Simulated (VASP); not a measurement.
P, 4 atoms in the cell. It takes space group P6_3/mmc (No. 194, hexagonal). Conventional cell: a = 3.965 Å, b = 3.965 Å, c = 4.918 Å, α = 90.00°, β = 90.00°, γ = 120.00°. Within 3.0 Å of P (site symmetry -6m2) lie 5 P at 2.29 to 2.46 Å. Within 3.0 Å of P (site symmetry -6m2) lie 3 P at 2.29 Å. This isn't the form of P at room conditions, which is orthorhombic.

* Program: VASP 6.6.1
* Task: single point
* Functional: r2SCAN
* Potentials or basis: VASP PAW PBE potentials, release 64 (P)
* Cutoff: 520 eV
* k mesh: 15 × 15 × 10
* Occupations: gaussian, width 0.1 eV
* Spin: no spin polarisation
* Dipole correction: no
* Further INCAR settings: ALGO = Normal; EDIFF = 1e-06; NBANDS = 18

Potentials or basis: VASP PAW PBE potentials, release 64 (P).

Run with:

```console
$ cat potpaw_PBE.64/P/POTCAR > POTCAR
$ cp INCAR.step1 INCAR
$ mpirun -np 1 vasp_std > vasp.out
$ cp INCAR.step2 INCAR
$ mpirun -np 1 vasp_std > vasp.out
```

Hardware: 1 thread of Intel Xeon 8259CL (shared host).

Question: How long does it take, and how much memory?

Answer: It took 9.1 min on 1 thread of Intel Xeon 8259CL, on a shared host, peak memory 0.27 GiB. Counts: k points 162.
